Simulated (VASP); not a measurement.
# TlBr (Pm-3m) in VASP: further runs

Aim: see how the results for TlBr move with the level of theory and the settings. Levels: LDA, PBE+D3(BJ), r2SCAN+rVV10. Tasks: single point.

Program: VASP 6.6.1. These are calculated values, not measurements. Logs are shortened: lines on timing, memory, paths and dates and some standing lists are left out, and cuts for length are marked.

## Step 1: The cell of the first run

Symmetry: Pm-3m, No. 221, cubic system. The conventional cell has a = 3.945 Å, b = 3.945 Å, c = 3.945 Å, α = 90.00°, β = 90.00°, γ = 90.00°. Within 4.5 Å of Tl (site symmetry m-3m) lie 8 Br at 3.42 Å and 6 Tl at 3.95 Å. Within 4.5 Å of Br (site symmetry m-3m) lie 8 Tl at 3.42 Å and 6 Br at 3.95 Å.

## Step 2: Single point, LDA

File INCAR:

```
ALGO = Normal ; EDIFF = 1E-6
ENCUT = 500 ; GGA = CA
GGA_COMPAT = False ; ISIF = 2
ISMEAR = 0 ; LASPH = True
LCHARG = False ; LREAL = False
LWAVE = False ; NBANDS = 17
NELM = 120 ; PREC = Accurate
SIGMA = 0.01
```

File KPOINTS:

```
k-points
0
Gamma
  6 6 6
```

File POSCAR:

```
TlBr
1.0
    3.9451847160      0.0000000000      0.0000000000
    0.0000000000      3.9451847160      0.0000000000
    0.0000000000      0.0000000000      3.9451847160
Tl Br
1 1
Direct
    0.0000000000      0.0000000000      0.0000000000
    0.5000000000      0.5000000000      0.5000000000
```

Potentials or basis: VASP PAW LDA potentials, release 64 (Tl_d, Br).

On the command line:

```bash
$ cat potpaw_LDA.64/Tl_d/POTCAR potpaw_LDA.64/Br/POTCAR > POTCAR
$ mpirun -np 1 vasp_std > vasp.out
```

OUTCAR:

```text
EDIFF = 1E-6
   ENCUT = 500
   GGA = CA
   ISIF = 2
   ISMEAR = 0
   LASPH = True
   LREAL = False
   NELM = 120
   PREC = Accurate

 ion  position               nearest neighbor table
   1  0.000  0.000  0.000-   2 3.42   2 3.42   2 3.42   2 3.42   2 3.42   2 3.42   2 3.42   2 3.42

   2  0.500  0.500  0.500-   1 3.42   1 3.42   1 3.42   1 3.42   1 3.42   1 3.42   1 3.42   1 3.42

  LATTYP: Found a simple cubic cell.
 ALAT       =     3.9451847160

  Lattice vectors:

 A1 = (   3.9451847160,   0.0000000000,   0.0000000000)
 A2 = (   0.0000000000,   3.9451847160,   0.0000000000)
 A3 = (   0.0000000000,   0.0000000000,   3.9451847160)

Analysis of symmetry for initial positions (statically):
=====================================================================
 Subroutine PRICEL returns:
 Original cell was already a primitive cell.

 Routine SETGRP: Setting up the symmetry group for a
 simple cubic supercell.

 Subroutine GETGRP returns: Found 48 space group operations
 (whereof 48 operations were pure point group operations)
 out of a pool of 48 trial point group operations.

The static configuration has the point symmetry O_h .

Analysis of symmetry for dynamics (positions and initial velocities):
=====================================================================
 Subroutine PRICEL returns:
 Original cell was already a primitive cell.

 Routine SETGRP: Setting up the symmetry group for a
 simple cubic supercell.

 Subroutine GETGRP returns: Found 48 space group operations
 (whereof 48 operations were pure point group operations)
 out of a pool of 48 trial point group operations.

The dynamic configuration has the point symmetry O_h .

 Subroutine INISYM returns: Found 48 space group operations
 (whereof 48 operations are pure point group operations),
 and found     1 'primitive' translations

----------------------------------------------------------------------------------------

                                     Primitive cell

  volume of cell :      61.4048

  direct lattice vectors                    reciprocal lattice vectors
     3.945184716  0.000000000  0.000000000     0.253473556  0.000000000  0.000000000
     0.000000000  3.945184716  0.000000000     0.000000000  0.253473556  0.000000000
     0.000000000  0.000000000  3.945184716     0.000000000  0.000000000  0.253473556

  length of vectors
[... 75 lines left out ...]
   ENCUT  =  500.0 eV  36.75 Ry    6.06 a.u.   7.19  7.19  7.19*2*pi/ulx,y,z
   NELM   =    120;   NELMIN=  2; NELMDL= -5     # of ELM steps
   EDIFF  = 0.1E-05   stopping-criterion for ELM
   LREAL  =      F    real-space projection
   EDIFFG = 0.1E-04   stopping-criterion for IOM
   NSW    =      0    number of steps for IOM
   IBRION =     -1    ionic relax: 0-MD 1-quasi-New 2-CG
   NFREE  =      0    steps in history (QN), initial steepest desc. (CG)
   ISIF   =      2    stress and relaxation
   ISYM   =      2    0-nonsym 1-usesym 2-fastsym
   POTIM  = 0.5000    time-step for ionic-motion
   TEBEG  =    0.0;   TEEND  =   0.0 temperature during run
   PSTRESS=    0.0 pullay stress
   NELECT =      20.0000    total number of electrons
   NUPDOWN=      -1.0000    fix difference up-down
   EMIN   =  10.00;   EMAX   =-10.00  energy-range for DOS
   EFERMI =   0.00;   METHOD = LEGACY
   ISMEAR =     0;   SIGMA  =   0.01  broadening in eV -4-tet -1-fermi 0-gaus
   EFERMI_NEDOS =   21; number of points for ismear=-14 and -15
   IALGO  =     38    algorithm
   IMIX   =      4    mixing-type and parameters
     AMIX     =   0.40;   BMIX     =  1.00
     AMIX_MAG =   1.60;   BMIX_MAG =  1.00
  volume/ion in A,a.u.               =      30.70       207.19
  Fermi-wavevector in a.u.,A,eV,Ry     =   1.126378  2.128546 17.262084  1.268727
  Thomas-Fermi vector in A             =   2.263059
   LORBIT       =      0    0 simple, 1 ext, 2 COOP (PROOUT), +10 PAW based schemes
   GGA     = CA    functional components
   LHFCALC =     F    Hartree Fock is set to
   AEXX    =    0.0000 exact exchange contribution
   IVDW    =     0    specifies the selected vdW correction
   LEPSILON=     F    determine dielectric tensor
   LRPA    =     F    only Hartree local field effects (RPA)
 non-spin polarized calculation
 Gauss-broadening in eV      SIGMA  =   0.01
  energy-cutoff  :      500.00
  volume of cell :       61.40
 maximum number of plane-waves:      1596
 NGX is ok and might be reduce to    30
   NGX = 15   NGY = 15   NGZ = 15

 number of electron      20.0000001 magnetization

 Free energy of the ion-electron system (eV)
  ---------------------------------------------------
  ext. energy  EPLUGINS =         0.00000000
  ---------------------------------------------------
  free energy    TOTEN  =        -6.52222256 eV

  energy without entropy =       -6.52222256  energy(sigma->0) =       -6.52222256

 E-fermi :   2.5737     XC(G=0):  -9.5021

 val. band max:        2.5060984076   @ k =   0.5000   0.0000   0.0000
 cond. band min:       4.0836550105   @ k =   0.5000   0.0000   0.0000
 fundamental gap:      1.5775566029
 Fermi energy:         2.5737178447

 k-point     1 :       0.0000    0.0000    0.0000
  band No.  band energies     occupation
      1     -11.4030      2.00000
      2      -7.6402      2.00000
      3      -7.6402      2.00000
      4      -7.4469      2.00000
      5      -7.4469      2.00000
      6      -7.4469      2.00000
[... 377 lines left out ...]
      4      -7.6026      2.00000
      5      -7.3800      2.00000
      6      -7.3800      2.00000
[... 9 lines left out ...]
     16      15.2635      0.00000
     17      18.7285      0.00000

------------------------ aborting loop because EDIFF is reached ----------------------------------------

  FORCE on cell =-STRESS in cart. coord.  units (eV):
  Direction    XX          YY          ZZ          XY          YZ          ZX
  --------------------------------------------------------------------------------------
  -------------------------------------------------------------------------------------
  Total       -0.8353630     -0.8353630     -0.8353630     -0.0000000      0.0000000      0.0000000
  in kB      -21.7963501    -21.7963501    -21.7963501     -0.0000000      0.0000000      0.0000000
  external PRESSURE =     -21.7963501 kB  Pullay stress =       0.0000000 kB

 VOLUME and BASIS-vectors are now :
 -----------------------------------------------------------------------------
  energy-cutoff  :      500.00
  volume of cell :       61.40
      direct lattice vectors                 reciprocal lattice vectors
     3.945184716  0.000000000  0.000000000     0.253473556  0.000000000  0.000000000
     0.000000000  3.945184716  0.000000000     0.000000000  0.253473556  0.000000000
     0.000000000  0.000000000  3.945184716     0.000000000  0.000000000  0.253473556

 POSITION                                       TOTAL-FORCE (eV/Angst)
 -----------------------------------------------------------------------------------
      0.00000      0.00000      0.00000         0.000000      0.000000      0.000000
      1.97259      1.97259      1.97259         0.000000      0.000000      0.000000
 -----------------------------------------------------------------------------------
    total drift:                                0.000000     -0.000000     -0.000000

  FREE ENERGIE OF THE ION-ELECTRON SYSTEM (eV)
  ---------------------------------------------------
  free  energy   TOTEN  =        -6.5222225557 eV

  energy  without entropy=       -6.5222225557  energy(sigma->0) =       -6.52222256
```

OSZICAR:

```text
N       E                     dE             d eps       ncg     rms          rms(c)
DAV:   1     0.940544863987E+02    0.94054E+02   -0.96146E+03   712   0.993E+02
DAV:   2    -0.304574714548E+01   -0.97100E+02   -0.93443E+02   848   0.220E+02
DAV:   3    -0.673005451550E+01   -0.36843E+01   -0.36760E+01   828   0.371E+01
DAV:   4    -0.675180967617E+01   -0.21755E-01   -0.21754E-01   845   0.333E+00
DAV:   5    -0.675202717687E+01   -0.21750E-03   -0.21750E-03   808   0.322E-01    0.290E+00
DAV:   6    -0.654822553261E+01    0.20380E+00   -0.31694E-01   732   0.287E+00    0.177E+00
DAV:   7    -0.652500846045E+01    0.23217E-01   -0.83885E-02   770   0.129E+00    0.916E-01
DAV:   8    -0.652252060669E+01    0.24879E-02   -0.12844E-02   747   0.673E-01    0.181E-01
DAV:   9    -0.652219761320E+01    0.32299E-03   -0.10772E-03   745   0.175E-01    0.689E-02
DAV:  10    -0.652222652788E+01   -0.28915E-04   -0.15443E-04   754   0.630E-02    0.263E-02
DAV:  11    -0.652222246217E+01    0.40657E-05   -0.14851E-05   792   0.229E-02    0.103E-02
DAV:  12    -0.652222255567E+01   -0.93492E-07   -0.76508E-07   497   0.525E-03
   1 F= -.65222226E+01 E0= -.65222226E+01  d E =-.108758E-23
```

stdout:

```text
POSCAR found type information on POSCAR TlBr
 POSCAR found :  2 types and       2 ions
 scaLAPACK will be used
 LDA part: xc-table for (Slater(with rela. corr.)+CA(PZ))
 , standard interpolation
 POSCAR, INCAR and KPOINTS ok, starting setup
 FFT: planning ... GRIDC
 FFT: planning ... GRID_SOFT
 FFT: planning ... GRID
 WAVECAR not read
 entering main loop
```

Wall time 8.4 s (1 thread of Intel Xeon Platinum 8488C (Sapphire Rapids), shared host); peak memory 0.15 GiB.

Results:

| Property | Result |
| --- | --- |
| Free energy | -6.5222 eV |
| Pressure | -2.2 GPa |
| Band gap on the k mesh | 1.58 eV |

Levels at points of the mesh, in eV from the valence-band top:
```csv
k point,band 7,band 8,band 9,band 10,band 11,band 12,band 13,band 14
"(0.00, 0.00, 0.00)",-4.84,-1.43,-1.43,-1.43,6.77,6.77,7.16,7.16
"(0.50, 0.00, 0.00)",-5.80,-0.88,-0.88,0.00,1.58,5.60,5.60,7.75
"(0.50, 0.50, 0.00)",-3.90,-3.17,-3.17,-0.79,4.75,4.75,7.30,7.49
"(0.50, 0.50, 0.50)",-2.83,-2.06,-2.06,-2.06,1.84,1.84,1.84,12.76
```

Caveat: spin-orbit coupling is left out, which moves the levels of the heavy elements. A k mesh can miss the band edges.

## Step 3: Single point, PBE+D3(BJ)

This run uses another cell than the first one, of 32.00 Å³/atom.

File INCAR:

```
SYSTEM = TlBr
ALGO = Normal
EDIFF = 1E-6
ENCUT = 500
GGA = PE
GGA_COMPAT = .False.
ISIF = 2
ISMEAR = -1
IVDW = 12
LASPH = .True.
LCHARG = .False.
LREAL = .False.
LWAVE = .False.
NBANDS = 17
NELM = 120
PREC = Accurate
SIGMA = 0.02
```

File KPOINTS:

```
k-points
0
Gamma
  6 6 6
  0 0 0
```

File POSCAR:

```
TlBr
1.0
    3.9999066500      0.0000000000      0.0000000000
    0.0000000000      3.9999066500      0.0000000000
    0.0000000000      0.0000000000      3.9999066500
Tl Br
1 1
Direct
    0.0000000000      0.0000000000      0.0000000000
    0.5000000000      0.5000000000      0.5000000000
```

Potentials or basis: VASP PAW PBE potentials, release 64 (Tl_d, Br).

On the command line:

```bash
$ cat potpaw_PBE.64/Tl_d/POTCAR potpaw_PBE.64/Br/POTCAR > POTCAR
$ mpirun -np 1 vasp_std > vasp.out
```

Run time: 9.8 s. Hardware: 1 thread of Intel Xeon Platinum 8488C (Sapphire Rapids), shared host; peak memory 0.18 GiB.

Results (log left out):

| Item | Value |
| --- | --- |
| Free energy | -6.0799 eV |
| Pressure | -0.1 GPa |
| Band gap on the k mesh | 1.90 eV |
| Dispersion energy per atom | -0.271 eV |

Levels at points of the mesh, in eV from the valence-band top:
| k point | band 6 | band 7 | band 8 | band 9 | band 10 | band 11 | band 12 | band 13 | band 14 | band 15 |
| --- | --- | --- | --- | --- | --- | --- | --- | --- | --- | --- |
| (0.00, 0.00, 0.00) | -9.91 | -4.61 | -1.24 | -1.24 | -1.24 | 7.06 | 7.06 | 7.18 | 7.18 | 7.18 |
| (0.50, 0.00, 0.00) | -9.90 | -5.44 | -0.75 | -0.75 | 0.00 | 1.90 | 5.77 | 5.77 | 8.06 | 10.41 |
| (0.50, 0.50, 0.00) | -9.86 | -3.72 | -2.82 | -2.82 | -0.67 | 4.86 | 4.86 | 7.34 | 7.71 | 10.30 |
| (0.50, 0.50, 0.50) | -9.85 | -2.76 | -1.84 | -1.84 | -1.84 | 2.21 | 2.21 | 2.21 | 12.74 | 12.74 |

Caveat: spin-orbit coupling is left out, which moves the levels of the heavy elements.

## Step 4: Single point, r2SCAN+rVV10

File POSCAR:

```
TlBr
1.0
    3.9451847160      0.0000000000      0.0000000000
    0.0000000000      3.9451847160      0.0000000000
    0.0000000000      0.0000000000      3.9451847160
Tl Br
1 1
Direct
    0.0000000000      0.0000000000      0.0000000000
    0.5000000000      0.5000000000      0.5000000000
```

File INCAR.step1:

```
SYSTEM = TlBr
  ALGO = Normal
  EDIFF = 1E-5
  ENCUT = 550
  GGA = PE
  GGA_COMPAT = .FALSE.
  ISMEAR = -1
  LASPH = .TRUE.
  LCHARG = .FALSE.
  LREAL = .FALSE.
  LWAVE = .TRUE.
  NBANDS = 17
  NELM = 120
  PREC = Accurate
  SIGMA = 0.02
```

File INCAR.step2:

```
SYSTEM = TlBr
  ALGO = Normal
  BPARAM = 11.95
  CPARAM = 0.0093
  EDIFF = 1E-6
  ENCUT = 550
  GGA_COMPAT = .FALSE.
  ISIF = 2
  ISMEAR = -1
  ISTART = 1
  IVDW_NL = 2
  LASPH = .TRUE.
  LCHARG = .FALSE.
  LMIXTAU = .TRUE.
  LREAL = .FALSE.
  LUSE_VDW = .TRUE.
  LWAVE = .FALSE.
  METAGGA = R2SCAN
  NBANDS = 17
  NELM = 120
  PREC = Accurate
  SIGMA = 0.02
```

File KPOINTS:

```
k-points
0
G
  6 6 6
  0 0 0
```

On the command line:

```bash
$ cat potpaw_PBE.64/Tl_d/POTCAR potpaw_PBE.64/Br/POTCAR > POTCAR
$ cp INCAR.step1 INCAR
$ mpirun -np 1 vasp_std > vasp.out
$ cp INCAR.step2 INCAR
$ mpirun -np 1 vasp_std > vasp.out
```

Run time: 50 s. Hardware: 1 thread of Intel Xeon Platinum 8488C (Sapphire Rapids), shared host; peak memory 0.29 GiB.

Results (log left out):

- Free energy: -67.7973 eV
- Pressure: 0.2 GPa
- Band gap on the k mesh: 2.18 eV

Levels at points of the mesh, in eV from the valence-band top:
```tsv
k point	band 8	band 9	band 10	band 11	band 12	band 13
(0.00, 0.00, 0.00)	-1.50	-1.50	-1.50	7.41	7.41	7.80
(0.50, 0.00, 0.00)	-0.97	-0.97	0.00	2.18	6.19	6.19
(0.50, 0.50, 0.00)	-3.20	-3.20	-0.89	5.26	5.26	7.94
(0.50, 0.50, 0.50)	-2.16	-2.16	-2.16	2.35	2.35	2.35
```

Caveat: the PAW data sets were made with another functional, which shifts forces and pressure a little; spin-orbit coupling is left out, which moves the levels of the heavy elements. A k mesh can miss the band edges.

## Step 5: Overview

| level | potentials or basis | cell | cutoff (eV) | smearing | gap on the mesh (eV) | pressure (GPa) |
| --- | --- | --- | --- | --- | --- | --- |
| LDA | VASP PAW LDA potentials, release 64 (Tl_d, Br) | a = 3.945 Å, 2 atoms | 500 | gaussian 0.01 eV | 1.58 | -2.2 |
| PBE+D3(BJ) | VASP PAW PBE potentials, release 64 (Tl_d, Br) | a = 4.000 Å, 2 atoms | 500 | fermi-dirac 0.02 eV | 1.90 | -0.1 |
| r2SCAN+rVV10 | VASP PAW PBE potentials, release 64 (Tl_d, Br) | a = 3.945 Å, 2 atoms | 550 | fermi-dirac 0.02 eV | 2.18 | 0.2 |

Alike in all rows: task single point; no spin polarisation; k mesh 6 × 6 × 6.

Caveats: spin-orbit coupling is left out, which moves the levels of the heavy elements; the PAW data sets were made with another functional, which shifts forces and pressure a little (at least some runs).

Absolute energies hang on the potentials; compare differences alone.
